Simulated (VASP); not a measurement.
# K2Be2Pt (P6/mmm) in VASP: notebook, part 2 of 3

VASP 6.6.1.

## Step 4: Relaxation of cell and atoms, PBE

File INCAR:

```
SYSTEM = K2Be2Pt
ALGO = Normal
EDIFF = 1E-7
EDIFFG = -0.04
ENCUT = 600
GGA = PE
IBRION = 2
ISIF = 3
ISMEAR = 0
LASPH = .True.
LCHARG = .False.
LREAL = .False.
LWAVE = .False.
NELM = 60
NSW = 90
PREC = Accurate
SIGMA = 0.1
```

File KPOINTS:

```
k-points
0
Gamma
  6 6 4
  0 0 0
```

File POSCAR:

```
K2Be2Pt
1.0
    5.3055334400      0.0000000000      0.0000000000
   -2.6527667200      4.5947267400      0.0000000000
    0.0000000000      0.0000000000      4.7901334500
K Be Pt
2 2 1
Direct
    0.3333333300      0.6666666700      0.5000000000
    0.6666666700      0.3333333300      0.5000000000
    0.3333333300      0.6666666700      0.0000000000
    0.6666666700      0.3333333300      0.0000000000
    0.0000000000      0.0000000000      0.5000000000
```

Potentials or basis: VASP PAW PBE potentials, release 64 (K_sv, Be, Pt).

Run with:

```bash
cat potpaw_PBE.64/K_sv/POTCAR potpaw_PBE.64/Be/POTCAR potpaw_PBE.64/Pt/POTCAR > POTCAR
mpirun -np 1 vasp_std > vasp.out
```

OUTCAR:

```text
SYSTEM = K2Be2Pt
   EDIFF = 1E-7
   EDIFFG = -0.04
   ENCUT = 600
   GGA = PE
   IBRION = 2
   ISIF = 3
   ISMEAR = 0
   LASPH = .True.
   LREAL = .False.
   NELM = 60
   NSW = 90
   PREC = Accurate

 ion  position               nearest neighbor table
   1  0.333  0.667  0.500-   3 2.40   3 2.40   5 3.06   2 3.06   2 3.06   5 3.06   5 3.06   2 3.06

   2  0.667  0.333  0.500-   4 2.40   4 2.40   5 3.06   1 3.06   1 3.06   5 3.06   5 3.06   1 3.06

   3  0.333  0.667  0.000-   1 2.40   1 2.40
   4  0.667  0.333  0.000-   2 2.40   2 2.40
   5  0.000  0.000  0.500-   1 3.06   2 3.06   2 3.06   1 3.06   2 3.06   1 3.06

  LATTYP: Found a hexagonal cell.
 ALAT       =     5.3055334400
 C/A-ratio  =     0.9028561415

  Lattice vectors:

 A1 = (   5.3055334400,   0.0000000000,   0.0000000000)
 A2 = (  -2.6527667200,   4.5947267400,   0.0000000000)
 A3 = (   0.0000000000,   0.0000000000,   4.7901334500)

Analysis of symmetry for initial positions (statically):
=====================================================================
 Subroutine PRICEL returns:
 Original cell was already a primitive cell.

 Routine SETGRP: Setting up the symmetry group for a
 hexagonal supercell.

 Subroutine GETGRP returns: Found 24 space group operations
 (whereof 24 operations were pure point group operations)
 out of a pool of 24 trial point group operations.

The static configuration has the point symmetry D_6h.

Analysis of symmetry for dynamics (positions and initial velocities):
=====================================================================
 Subroutine PRICEL returns:
 Original cell was already a primitive cell.

 Routine SETGRP: Setting up the symmetry group for a
 hexagonal supercell.

 Subroutine GETGRP returns: Found 24 space group operations
 (whereof 24 operations were pure point group operations)
 out of a pool of 24 trial point group operations.

The dynamic configuration has the point symmetry D_6h.

 Subroutine INISYM returns: Found 24 space group operations
 (whereof 24 operations are pure point group operations),
 and found     1 'primitive' translations

----------------------------------------------------------------------------------------

                                     Primitive cell

  volume of cell :     116.7714

  direct lattice vectors                    reciprocal lattice vectors
     5.305533440  0.000000000  0.000000000     0.188482461  0.108820400  0.000000000
    -2.652766720  4.594726740  0.000000000     0.000000000  0.217640799  0.000000000
     0.000000000  0.000000000  4.790133450     0.000000000  0.000000000  0.208762451

  length of vectors
     5.305533440  5.305533440  4.790133450     0.217640799  0.217640799  0.208762451

  position of ions in fractional coordinates (direct lattice)
     0.333333330  0.666666670  0.500000000
     0.666666670  0.333333330  0.500000000
     0.333333330  0.666666670  0.000000000
     0.666666670  0.333333330  0.000000000
     0.000000000  0.000000000  0.500000000

  ion indices of the primitive-cell ions
   primitive index   ion index
                 1           1
                 2           2
                 3           3
                 4           4
                 5           5

----------------------------------------------------------------------------------------

 KPOINTS: k-points

Automatic generation of k-mesh.
 Grid dimensions read from file:
 generate k-points for:    6    6    4

 Generating k-lattice:

  Cartesian coordinates                     Fractional coordinates (reciprocal lattice)
     0.031413744  0.018136733  0.000000000     0.166666667  0.000000000  0.000000000
     0.000000000  0.036273467  0.000000000     0.000000000  0.166666667  0.000000000
     0.000000000  0.000000000  0.052190613     0.000000000  0.000000000  0.250000000

  Length of vectors
     0.036273467  0.036273467  0.052190613

  Shift w.r.t. Gamma in fractional coordinates (k-lattice)
     0.000000000  0.000000000  0.000000000

 Subroutine IBZKPT returns following result:
 ===========================================

 Found     21 irreducible k-points:

 Following reciprocal coordinates:
            Coordinates               Weight
  0.000000  0.000000  0.000000      1.000000
  0.166667  0.000000  0.000000      6.000000
  0.333333  0.000000  0.000000      6.000000
  0.500000  0.000000  0.000000      3.000000
  0.166667  0.166667  0.000000      6.000000
  0.333333  0.166667  0.000000     12.000000
[... 13 lines left out ...]
  0.333333  0.166667  0.500000     12.000000
  0.333333  0.333333  0.500000      2.000000
   k-points           NKPTS =     21   k-points in BZ     NKDIM =     21   number of bands    NBANDS=     20
   number of dos      NEDOS =    301   number of ions     NIONS =      5
   total plane-waves  NPLWV =  70560
   dimension x,y,z NGX =    42 NGY =   42 NGZ =   40
   dimension x,y,z NGXF=    84 NGYF=   84 NGZF=   80
   ions per type =               2   2   1
   NGX,Y,Z   is equivalent  to a cutoff of  13.16, 13.16, 13.88 a.u.
   NGXF,Y,Z  is equivalent  to a cutoff of  26.32, 26.32, 27.76 a.u.
 SYSTEM =  K2Be2Pt
   PREC   = accura    normal or accurate (medium, high low for compatibility)
   ISTART =      0    job   : 0-new  1-cont  2-samecut
   ICHARG =      2    charge: 1-file 2-atom 10-const
   ISPIN  =      1    spin polarized calculation?
   LNONCOLLINEAR =      F non collinear calculations
   LSORBIT =      F    spin-orbit coupling
   LASPH  =      T    aspherical Exc in radial PAW
   ENCUT  =  600.0 eV  44.10 Ry    6.64 a.u.  10.60 10.60  9.57*2*pi/ulx,y,z
   NELM   =     60;   NELMIN=  2; NELMDL= -5     # of ELM steps
   EDIFF  = 0.1E-06   stopping-criterion for ELM
   LREAL  =      F    real-space projection
   EDIFFG = -.4E-01   stopping-criterion for IOM
   NSW    =     90    number of steps for IOM
   IBRION =      2    ionic relax: 0-MD 1-quasi-New 2-CG
   NFREE  =      1    steps in history (QN), initial steepest desc. (CG)
   ISIF   =      3    stress and relaxation
   ISYM   =      2    0-nonsym 1-usesym 2-fastsym
   POTIM  = 0.5000    time-step for ionic-motion
   TEBEG  =    0.0;   TEEND  =   0.0 temperature during run
   PSTRESS=    0.0 pullay stress
   NELECT =      32.0000    total number of electrons
   NUPDOWN=      -1.0000    fix difference up-down
   EMIN   =  10.00;   EMAX   =-10.00  energy-range for DOS
   EFERMI =   0.00;   METHOD = LEGACY
   ISMEAR =     0;   SIGMA  =   0.10  broadening in eV -4-tet -1-fermi 0-gaus
   EFERMI_NEDOS =   21; number of points for ismear=-14 and -15
   IALGO  =     38    algorithm
   IMIX   =      4    mixing-type and parameters
     AMIX     =   0.40;   BMIX     =  1.00
     AMIX_MAG =   1.60;   BMIX_MAG =  1.00
  volume/ion in A,a.u.               =      23.35       157.60
  Fermi-wavevector in a.u.,A,eV,Ry     =   1.063358  2.009455 15.384510  1.130730
  Thomas-Fermi vector in A             =   2.198840
   LORBIT       =      0    0 simple, 1 ext, 2 COOP (PROOUT), +10 PAW based schemes
   GGA     = PE    functional components
   LHFCALC =     F    Hartree Fock is set to
   AEXX    =    0.0000 exact exchange contribution
   IVDW    =     0    specifies the selected vdW correction
   LEPSILON=     F    determine dielectric tensor
   LRPA    =     F    only Hartree local field effects (RPA)
 conjugate gradient relaxation of ions
 non-spin polarized calculation
 Gauss-broadening in eV      SIGMA  =   0.10
  energy-cutoff  :      600.00
  volume of cell :      116.77
 maximum number of plane-waves:      3931
   NGX = 21   NGY = 21   NGZ = 19

--------------------------------------- Ionic step        1  -------------------------------------------

 number of electron      32.0000004 magnetization

 Free energy of the ion-electron system (eV)
  ---------------------------------------------------
  ext. energy  EPLUGINS =         0.00000000
  ---------------------------------------------------
  free energy    TOTEN  =        -6.49449103 eV

  energy without entropy =       -6.48776213  energy(sigma->0) =       -6.49112658

------------------------ aborting loop because EDIFF is reached ----------------------------------------

  FORCE on cell =-STRESS in cart. coord.  units (eV):
  Direction    XX          YY          ZZ          XY          YZ          ZX
  --------------------------------------------------------------------------------------
  -------------------------------------------------------------------------------------
  Total       -1.2845760     -1.2845760     15.6362334      0.0000000      0.0000000      0.0000000
  in kB      -17.6251997    -17.6251997    214.5390577      0.0000000      0.0000000      0.0000000
  external PRESSURE =      59.7628861 kB  Pullay stress =       0.0000000 kB
[... 297 lines left out ...]
  energy  without entropy=       -8.5719131997  energy(sigma->0) =       -8.57891541

--------------------------------------- Ionic step        9  -------------------------------------------

 number of electron      32.0000008 magnetization

 Free energy of the ion-electron system (eV)
  ---------------------------------------------------
  ext. energy  EPLUGINS =         0.00000000
  ---------------------------------------------------
  free energy    TOTEN  =        -8.59298749 eV

  energy without entropy =       -8.58427870  energy(sigma->0) =       -8.58863310

 E-fermi :   0.5258     XC(G=0):  -7.4334

 val. band max:        0.4677622892   @ k =   0.1667   0.0000   0.5000
 cond. band min:       0.5792072740   @ k =   0.3333   0.1667   0.5000
 fundamental gap:      0.1114449848
 Fermi energy:         0.5257745115

 k-point     1 :       0.0000    0.0000    0.0000
  band No.  band energies     occupation
      1     -30.2561      2.00000
      2     -29.9765      2.00000
      3     -14.1204      2.00000
      4     -14.1204      2.00000
      5     -13.7982      2.00000
      6     -13.5078      2.00000
[... 12 lines left out ...]
     19       1.6503      0.00000
[... 491 lines left out ...]
  FREE ENERGIE OF THE ION-ELECTRON SYSTEM (eV)
  ---------------------------------------------------
  free  energy   TOTEN  =        -8.5929874942 eV

  energy  without entropy=       -8.5842787045  energy(sigma->0) =       -8.58863310

 reached required accuracy - stopping structural energy minimisation
```

OSZICAR:

```text
N       E                     dE             d eps       ncg     rms          rms(c)
DAV:   1     0.220747605663E+03    0.22075E+03   -0.15743E+04   840   0.158E+03
DAV:   2     0.129795601453E+02   -0.20777E+03   -0.19845E+03   940   0.376E+02
DAV:   3    -0.568523879928E+01   -0.18665E+02   -0.17585E+02  1436   0.879E+01
[... 122 lines left out ...]
DAV:   6    -0.859296181080E+01   -0.18909E-03   -0.52490E-03  1564   0.401E-01    0.479E-02
DAV:   7    -0.859299198781E+01   -0.30177E-04   -0.22950E-04   996   0.835E-02    0.197E-02
DAV:   8    -0.859298846536E+01    0.35224E-05   -0.20635E-05  1272   0.254E-02    0.633E-03
DAV:   9    -0.859298744124E+01    0.10241E-05   -0.27496E-06  1196   0.893E-03    0.230E-03
DAV:  10    -0.859298749418E+01   -0.52945E-07   -0.46508E-07   752   0.431E-03
   9 F= -.85929875E+01 E0= -.85886331E+01  d E =-.533655E-01
```

Wall time 13 min (1 thread of Intel Xeon Platinum 8259CL at 2.50GHz (Skylake/Cascade Lake), shared host); peak memory 0.3 GiB.

What came out:

```
Free energy                           : -8.5930 eV
Relaxed volume                        : 32.59 Å³/atom
Relaxed cell                          : a = 5.324 Å, b = 5.324 Å, c = 6.639 Å, α = 90.00°, β = 90.00°, γ = 120.00°
Space group after relaxing (to 0.1 Å) : P6/mmm (No. 191)
Energy gained by relaxing             : 419.7 meV/atom
Ionic steps                           : 9
Pressure after relaxing               : 0.0 GPa
Band gap on the k mesh                : zero (bands 16 and 17 overlap by 1.46 eV)
```

Step by step:
```csv
step,energy change (eV),largest force (eV/Å),pressure (GPa),volume (Å³)
1,0.0000,0.0000,5.98,116.77
2,-1.5537,0.0000,2.83,131.08
3,-1.9627,0.0000,1.73,141.10
4,-1.9690,0.0000,1.22,159.82
5,-2.0335,0.0000,1.21,153.33
6,-2.0454,0.0000,1.30,149.32
7,-2.0451,0.0000,1.28,150.20
8,-2.0914,0.0000,0.44,157.61
9,-2.0985,0.0000,-0.05,162.97
```

Final structure:
```xyz
5
Lattice="5.3240 0.0000 0.0000 -2.6620 4.6107 0.0000 0.0000 0.0000 6.6389" Properties=species:S:1:pos:R:3 pbc="T T T"
K     0.0000    3.0738    3.3195
K     2.6620    1.5369    3.3195
Be    0.0000    3.0738    0.0000
Be    2.6620    1.5369    0.0000
Pt    0.0000    0.0000    3.3195
```

Caveat: the volume moved by over 15 % at a fixed basis, so the end points are rough; spin-orbit coupling is left out, which moves the levels of the heavy elements.

## Step 5: Single point, PBE

This run uses another cell than the first one, of 32.19 Å³/atom.

File INCAR:

```
  PREC = Accurate
  ENCUT = 520
  EDIFF = 1E-6
  ISMEAR = 0
  SIGMA = 0.1
  LREAL = False
  LASPH = True
  NELM = 80
  ALGO = Fast
  ISIF = 2
  LWAVE = False
  LCHARG = True
  GGA = PE
  LELF = True
  LVHAR = True
  NBANDS = 24
```

File KPOINTS:

```
regular mesh
0
Gamma
  12 12 6
```

File POSCAR:

```
K2Be2Pt
1.0
    5.2713282052      0.0000000000      0.0000000000
   -2.6356641026      4.5651041374      0.0000000000
    0.0000000000      0.0000000000      6.6884662920
K Be Pt
2 2 1
Direct
    0.3333333333      0.6666666667      0.5000000000
    0.6666666667      0.3333333333      0.5000000000
    0.3333333333      0.6666666667      0.0000000000
    0.6666666667      0.3333333333      0.0000000000
    0.0000000000      0.0000000000      0.5000000000
```

Potentials or basis: VASP PAW PBE potentials, release 64 (K_sv, Be, Pt).

Run with:

```bash
cat potpaw_PBE.64/K_sv/POTCAR potpaw_PBE.64/Be/POTCAR potpaw_PBE.64/Pt/POTCAR > POTCAR
mpirun -np 1 vasp_std > vasp.out
```

OUTCAR:

```text
PREC = Accurate
   ENCUT = 520
   EDIFF = 1E-6
   ISMEAR = 0
   LREAL = False
   LASPH = True
   NELM = 80
   ISIF = 2
   GGA = PE

 ion  position               nearest neighbor table
   1  0.333  0.667  0.500-   5 3.04   2 3.04   2 3.04   5 3.04   5 3.04   2 3.04
   2  0.667  0.333  0.500-   1 3.04   5 3.04   1 3.04   5 3.04   5 3.04   1 3.04
   3  0.333  0.667  0.000-
   4  0.667  0.333  0.000-
   5  0.000  0.000  0.500-   1 3.04   2 3.04   2 3.04   1 3.04   2 3.04   1 3.04

[... 853 lines left out ...]
  --------------------------------------------------------------------------------------
  -------------------------------------------------------------------------------------
  Total        0.0935480      0.0935480     -0.0515021      0.0000000     -0.0000000      0.0000000
  in kB        0.9312099      0.9312099     -0.5126704      0.0000000     -0.0000000      0.0000000
  external PRESSURE =       0.4499164 kB  Pullay stress =       0.0000000 kB

 VOLUME and BASIS-vectors are now :
 -----------------------------------------------------------------------------
  energy-cutoff  :      520.00
  volume of cell :      160.95
      direct lattice vectors                 reciprocal lattice vectors
     5.271328205  0.000000000  0.000000000     0.189705509  0.109526527  0.000000000
    -2.635664103  4.565104137  0.000000000     0.000000000  0.219053053  0.000000000
     0.000000000  0.000000000  6.688466292     0.000000000  0.000000000  0.149511107

 POSITION                                       TOTAL-FORCE (eV/Angst)
 -----------------------------------------------------------------------------------
     -0.00000      3.04340      3.34423        -0.000000      0.000000     -0.000000
      2.63566      1.52170      3.34423         0.000000     -0.000000      0.000000
     -0.00000      3.04340      0.00000        -0.000000     -0.000000     -0.000000
      2.63566      1.52170      0.00000        -0.000000     -0.000000     -0.000000
      0.00000      0.00000      3.34423        -0.000000     -0.000000     -0.000000
 -----------------------------------------------------------------------------------
    total drift:                               -0.000000      0.000000      0.000000

  FREE ENERGIE OF THE ION-ELECTRON SYSTEM (eV)
  ---------------------------------------------------
  free  energy   TOTEN  =        -8.6261504299 eV

  energy  without entropy=       -8.6190028273  energy(sigma->0) =       -8.62257663
```

It took 9.1 min on 1 thread of Intel Xeon Platinum 8259CL at 2.50GHz (Skylake/Cascade Lake), shared host; peak memory 0.47 GiB.

Results:

```
Free energy            : -8.6262 eV
Pressure               : 0.0 GPa
Band gap on the k mesh : zero (bands 16 and 17 overlap by 1.50 eV)
```

Levels at points of the mesh, in eV from the Fermi level:
```csv
k point,band 13,band 14,band 15,band 16,band 17,band 18,band 19,band 20
"(0.00, 0.00, 0.00)",-0.83,-0.83,-0.45,0.02,1.12,1.13,1.13,2.96
"(0.50, 0.00, 0.00)",-0.97,-0.96,-0.95,-0.45,0.42,1.42,1.52,2.59
"(0.00, 0.00, 0.50)",-0.87,-0.83,-0.83,0.98,0.99,0.99,1.39,3.05
"(0.50, 0.00, 0.50)",-1.05,-1.01,-0.72,-0.65,0.16,0.57,1.81,1.97
```

Caveat: spin-orbit coupling is left out, which moves the levels of the heavy elements.

(Part 2 of 3 ends here.)

The gap in the log of VASP goes by the Fermi energy; the results here count the filled bands.